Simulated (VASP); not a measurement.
# Sr (I4/mmm) in VASP: notebook

The runs below take Sr through single point, with PBEsol.

Program: VASP 6.6.1. These are calculated values, not measurements. Logs are shortened: lines on timing, memory, paths and dates and some standing lists are left out, and cuts for length are marked.

### Step 1. The cell of the first run

It takes space group I4/mmm (No. 139, tetragonal). The conventional cell has a = 4.303 Å, b = 4.303 Å, c = 5.841 Å, α = 90.00°, β = 90.00°, γ = 90.00°. Sr (site symmetry 4/mmm) has 12 Sr at 4.22 to 4.30 Å within 5.5 Å.

### Step 2. Single point, PBEsol (strain +0.000 along x and y, -0.040 along z)

The input, INCAR:

```
PREC = Accurate ; ENCUT = 520
EDIFF = 1E-6 ; ISMEAR = 0
SIGMA = 0.03 ; LREAL = False
LASPH = True ; NELM = 100
ALGO = Normal ; ISIF = 2
LWAVE = False ; LCHARG = False
GGA = PS ; NBANDS = 11
```

The input, KPOINTS:

```
regular mesh
0
Gamma
  10 10 10
```

The input, POSCAR:

```
Sr
1.0
    0.0000000000      3.0423500000      2.9206560000
    3.0423500000      0.0000000000      2.9206560000
    3.0423500000      3.0423500000      0.0000000000
Sr
1
Direct
    0.0000000000      0.0000000000      0.0000000000
```

Potentials or basis: VASP PAW PBE potentials, release 64 (Sr_sv).

The run is started by

```sh
$ cat potpaw_PBE.64/Sr_sv/POTCAR > POTCAR
$ mpirun -np 1 vasp_std > vasp.out
```

OUTCAR:

```text
PREC = Accurate
   ENCUT = 520
   EDIFF = 1E-6
   ISMEAR = 0
   LREAL = False
   LASPH = True
   NELM = 100
   ISIF = 2
   GGA = PS

 ion  position               nearest neighbor table
   1  0.000  0.000  0.000-

  LATTYP: Found a body centered tetragonal cell.
 ALAT       =     4.3025326315
 C/A-ratio  =     1.3576450199

  Lattice vectors:

 A1 = (   0.0000000000,  -3.0423500000,  -2.9206560000)
 A2 = (   0.0000000000,   3.0423500000,  -2.9206560000)
 A3 = (   3.0423500000,   0.0000000000,   2.9206560000)

Analysis of symmetry for initial positions (statically):
=====================================================================
 Subroutine PRICEL returns:
 Original cell was already a primitive cell.

 Routine SETGRP: Setting up the symmetry group for a
 body centered tetragonal supercell.

 Subroutine GETGRP returns: Found 16 space group operations
 (whereof 16 operations were pure point group operations)
 out of a pool of 16 trial point group operations.

The static configuration has the point symmetry D_4h.

Analysis of symmetry for dynamics (positions and initial velocities):
=====================================================================
 Subroutine PRICEL returns:
 Original cell was already a primitive cell.

 Routine SETGRP: Setting up the symmetry group for a
 body centered tetragonal supercell.

 Subroutine GETGRP returns: Found 16 space group operations
 (whereof 16 operations were pure point group operations)
 out of a pool of 16 trial point group operations.

The dynamic configuration has the point symmetry D_4h.

 Subroutine INISYM returns: Found 16 space group operations
 (whereof 16 operations are pure point group operations),
 and found     1 'primitive' translations

----------------------------------------------------------------------------------------

                                     Primitive cell

  volume of cell :      54.0666

  direct lattice vectors                    reciprocal lattice vectors
     0.000000000  3.042350000  2.920656000    -0.164346640  0.164346640  0.171194417
     3.042350000  0.000000000  2.920656000     0.164346640 -0.164346640  0.171194417
     3.042350000  3.042350000  0.000000000     0.164346640  0.164346640 -0.171194417

  length of vectors
     4.217359955  4.217359955  4.302532631     0.288664449  0.288664449  0.288664449

  position of ions in fractional coordinates (direct lattice)
     0.000000000  0.000000000  0.000000000

  ion indices of the primitive-cell ions
   primitive index   ion index
                 1           1

----------------------------------------------------------------------------------------

 KPOINTS: regular mesh

Automatic generation of k-mesh.
 Grid dimensions read from file:
 generate k-points for:   10   10   10

 Generating k-lattice:

  Cartesian coordinates                     Fractional coordinates (reciprocal lattice)
    -0.016434664  0.016434664  0.017119442     0.100000000 -0.000000000  0.000000000
     0.016434664 -0.016434664  0.017119442    -0.000000000  0.100000000  0.000000000
     0.016434664  0.016434664 -0.017119442     0.000000000  0.000000000  0.100000000

  Length of vectors
     0.028866445  0.028866445  0.028866445

  Shift w.r.t. Gamma in fractional coordinates (k-lattice)
     0.000000000  0.000000000  0.000000000

 Subroutine IBZKPT returns following result:
 ===========================================

 Found    102 irreducible k-points:

 Following reciprocal coordinates:
            Coordinates               Weight
  0.000000  0.000000  0.000000      1.000000
  0.100000  0.000000  0.000000      8.000000
  0.200000  0.000000  0.000000      8.000000
  0.300000 -0.000000  0.000000      8.000000
  0.400000  0.000000  0.000000      8.000000
  0.500000  0.000000  0.000000      4.000000
[... 16 lines left out ...]
  0.300000  0.300000  0.000000      2.000000
  0.400000  0.300000  0.000000      8.000000
 [... further k-points ...]
   k-points           NKPTS =    102   k-points in BZ     NKDIM =    102   number of bands    NBANDS=     11
   number of dos      NEDOS =    301   number of ions     NIONS =      1
   total plane-waves  NPLWV =  32768
   dimension x,y,z NGX =    32 NGY =   32 NGZ =   32
   dimension x,y,z NGXF=    64 NGYF=   64 NGZF=   64
   ions per type =               1
   NGX,Y,Z   is equivalent  to a cutoff of  12.61, 12.61, 12.36 a.u.
   NGXF,Y,Z  is equivalent  to a cutoff of  25.23, 25.23, 24.73 a.u.
 SYSTEM =  unknown system
   PREC   = accura    normal or accurate (medium, high low for compatibility)
   ISTART =      0    job   : 0-new  1-cont  2-samecut
   ICHARG =      2    charge: 1-file 2-atom 10-const
   ISPIN  =      1    spin polarized calculation?
   LNONCOLLINEAR =      F non collinear calculations
   LSORBIT =      F    spin-orbit coupling
   LASPH  =      T    aspherical Exc in radial PAW
   ENCUT  =  520.0 eV  38.22 Ry    6.18 a.u.   7.84  7.84  8.00*2*pi/ulx,y,z
   NELM   =    100;   NELMIN=  2; NELMDL= -5     # of ELM steps
   EDIFF  = 0.1E-05   stopping-criterion for ELM
   LREAL  =      F    real-space projection
   EDIFFG = 0.1E-04   stopping-criterion for IOM
   NSW    =      0    number of steps for IOM
   IBRION =     -1    ionic relax: 0-MD 1-quasi-New 2-CG
   NFREE  =      0    steps in history (QN), initial steepest desc. (CG)
   ISIF   =      2    stress and relaxation
   ISYM   =      2    0-nonsym 1-usesym 2-fastsym
   POTIM  = 0.5000    time-step for ionic-motion
   TEBEG  =    0.0;   TEEND  =   0.0 temperature during run
   PSTRESS=    0.0 pullay stress
   NELECT =      10.0000    total number of electrons
   NUPDOWN=      -1.0000    fix difference up-down
   EMIN   =  10.00;   EMAX   =-10.00  energy-range for DOS
   EFERMI =   0.00;   METHOD = LEGACY
   ISMEAR =     0;   SIGMA  =   0.03  broadening in eV -4-tet -1-fermi 0-gaus
   EFERMI_NEDOS =   21; number of points for ismear=-14 and -15
   IALGO  =     38    algorithm
   IMIX   =      4    mixing-type and parameters
     AMIX     =   0.40;   BMIX     =  1.00
     AMIX_MAG =   1.60;   BMIX_MAG =  1.00
  volume/ion in A,a.u.               =      54.07       364.86
  Fermi-wavevector in a.u.,A,eV,Ry     =   0.932750  1.762642 11.837375  0.870023
  Thomas-Fermi vector in A             =   2.059380
   LORBIT       =      0    0 simple, 1 ext, 2 COOP (PROOUT), +10 PAW based schemes
   GGA     = PS    functional components
   LHFCALC =     F    Hartree Fock is set to
   AEXX    =    0.0000 exact exchange contribution
   IVDW    =     0    specifies the selected vdW correction
   LEPSILON=     F    determine dielectric tensor
   LRPA    =     F    only Hartree local field effects (RPA)
 non-spin polarized calculation
 Gauss-broadening in eV      SIGMA  =   0.03
  energy-cutoff  :      520.00
  volume of cell :       54.07
 maximum number of plane-waves:      1482
   NGX = 15   NGY = 15   NGZ = 15

 number of electron      10.0000000 magnetization

 Free energy of the ion-electron system (eV)
  ---------------------------------------------------
  ext. energy  EPLUGINS =         0.00000000
  ---------------------------------------------------
  free energy    TOTEN  =        -1.83474731 eV

  energy without entropy =       -1.83351830  energy(sigma->0) =       -1.83413280

 E-fermi :   1.5880     XC(G=0):  -7.4837

 val. band max:        1.5770573484   @ k =  -0.3000   0.1000   0.4000
 cond. band min:       1.5897182932   @ k =  -0.4000   0.0000   0.3000
 fundamental gap:      0.0126609447
 Fermi energy:         1.5879991270

 k-point     1 :       0.0000    0.0000    0.0000
  band No.  band energies     occupation
      1     -34.9490      2.00000
      2     -16.8488      2.00000
      3     -16.8488      2.00000
      4     -16.8444      2.00000
      5      -2.1313      2.00000
      6       3.8404      0.00000
      7       3.8404      0.00000
      8       4.0517      0.00000
      9       5.2290      0.00000
     10       5.5627      0.00000
     11       8.7338      0.00000

 k-point     2 :       0.1000    0.0000    0.0000
  band No.  band energies     occupation
      1     -34.9476      2.00000
      2     -16.8682      2.00000
      3     -16.8522      2.00000
      4     -16.8480      2.00000
      5      -1.9676      2.00000
      6       3.6469      0.00000
      7       3.9107      0.00000
      8       4.0749      0.00000
      9       5.1480      0.00000
     10       5.4492      0.00000
     11       9.1419      0.00000

 k-point     3 :       0.2000    0.0000    0.0000
  band No.  band energies     occupation
      1     -34.9437      2.00000
      2     -16.9219      2.00000
      3     -16.8610      2.00000
      4     -16.8538      2.00000
      5      -1.5000      2.00000
      6       3.1159      0.00000
      7       3.9843      0.00000
      8       4.1890      0.00000
      9       5.1416      0.00000
     10       5.3283      0.00000
     11       8.8861      0.00000

 k-point     4 :       0.3000   -0.0000    0.0000
  band No.  band energies     occupation
      1     -34.9390      2.00000
      2     -16.9872      2.00000
      3     -16.8718      2.00000
      4     -16.8608      2.00000
      5      -0.8034      2.00000
      6       2.5245      0.00000
      7       3.8539      0.00000
      8       4.1221      0.00000
      9       5.5527      0.00000
     10       5.5899      0.00000
     11       8.0552      0.00000

 k-point     5 :       0.4000    0.0000    0.0000
  band No.  band energies     occupation
      1     -34.9352      2.00000
      2     -17.0391      2.00000
      3     -16.8805      2.00000
      4     -16.8665      2.00000
      5      -0.0330      2.00000
      6       1.9754      0.00000
      7       3.6782      0.00000
      8       3.9605      0.00000
      9       6.1058      0.00000
     10       6.1942      0.00000
     11       7.4870      0.00000
[... 211 lines left out ...]
 k-point    21 :      -0.3000    0.2000    0.0000
  band No.  band energies     occupation
      1     -34.9337      2.00000
      2     -17.0030      2.00000
      3     -16.9240      2.00000
      4     -16.8840      2.00000
      5       0.1624      2.00000
      6       2.3105      0.00000
      7       3.0312      0.00000
      8       4.1817      0.00000
      9       5.3091      0.00000
     10       6.5540      0.00000
     11       7.7395      0.00000

 k-point    22 :      -0.2000    0.2000    0.0000
  band No.  band energies     occupation
      1     -34.9376      2.00000
      2     -16.9689      2.00000
      3     -16.9055      2.00000
      4     -16.8714      2.00000
      5      -0.5870      2.00000
      6       2.6931      0.00000
      7       3.3758      0.00000
      8       4.3613      0.00000
      9       4.6947      0.00000
     10       6.2793      0.00000
     11       8.6276      0.00000

 k-point    23 :       0.3000    0.3000    0.0000
  band No.  band energies     occupation
      1     -34.9345      2.00000
      2     -16.9798      2.00000
      3     -16.9057      2.00000
      4     -16.9057      2.00000
      5      -0.3069      2.00000
      6       2.3666      0.00000
      7       3.4299      0.00000
      8       4.8056      0.00000
      9       4.8056      0.00000
     10       5.9709      0.00000
     11       9.6007      0.00000

 k-point    24 :       0.4000    0.3000    0.0000
  band No.  band energies     occupation
      1     -34.9314      2.00000
      2     -17.0090      2.00000
      3     -16.9197      2.00000
      4     -16.9157      2.00000
      5       0.2678      2.00000
      6       2.1221      0.00000
      7       3.0442      0.00000
      8       4.9424      0.00000
      9       5.3200      0.00000
     10       6.3514      0.00000
     11       8.0989      0.00000

 [... further k-points ...]

------------------------ aborting loop because EDIFF is reached ----------------------------------------

  FORCE on cell =-STRESS in cart. coord.  units (eV):
  Direction    XX          YY          ZZ          XY          YZ          ZX
  --------------------------------------------------------------------------------------
  -------------------------------------------------------------------------------------
  Total       -0.1859695     -0.1859695     -0.1568606      0.0000000      0.0000000      0.0000000
  in kB       -5.5109129     -5.5109129     -4.6483175      0.0000000      0.0000000      0.0000000
  external PRESSURE =      -5.2233811 kB  Pullay stress =       0.0000000 kB

 VOLUME and BASIS-vectors are now :
 -----------------------------------------------------------------------------
  energy-cutoff  :      520.00
  volume of cell :       54.07
      direct lattice vectors                 reciprocal lattice vectors
     0.000000000  3.042350000  2.920656000    -0.164346640  0.164346640  0.171194417
     3.042350000  0.000000000  2.920656000     0.164346640 -0.164346640  0.171194417
     3.042350000  3.042350000  0.000000000     0.164346640  0.164346640 -0.171194417

 POSITION                                       TOTAL-FORCE (eV/Angst)
 -----------------------------------------------------------------------------------
      0.00000      0.00000      0.00000         0.000000      0.000000      0.000000
 -----------------------------------------------------------------------------------
    total drift:                                0.000000      0.000000     -0.000000

  FREE ENERGIE OF THE ION-ELECTRON SYSTEM (eV)
  ---------------------------------------------------
  free  energy   TOTEN  =        -1.8347473071 eV

  energy  without entropy=       -1.8335182989  energy(sigma->0) =       -1.83413280
```

Run time: 24 s. Hardware: 1 thread of Intel Xeon Platinum 8259CL at 2.50GHz (Skylake/Cascade Lake), shared host; peak memory 0.21 GiB.

Results:

```
Free energy            : -1.8347 eV
Pressure               : -0.5 GPa
Band gap on the k mesh : zero (band 5 reaches 1.62 eV, above the bottom of band 6 at 1.59 eV)
```

Caveat: the cell differs from its parent crystal (strain +0.000 along x and y, -0.040 along z); the PAW data sets were made with another functional, which shifts forces and pressure a little.

(Part 1 of 3 ends here.)
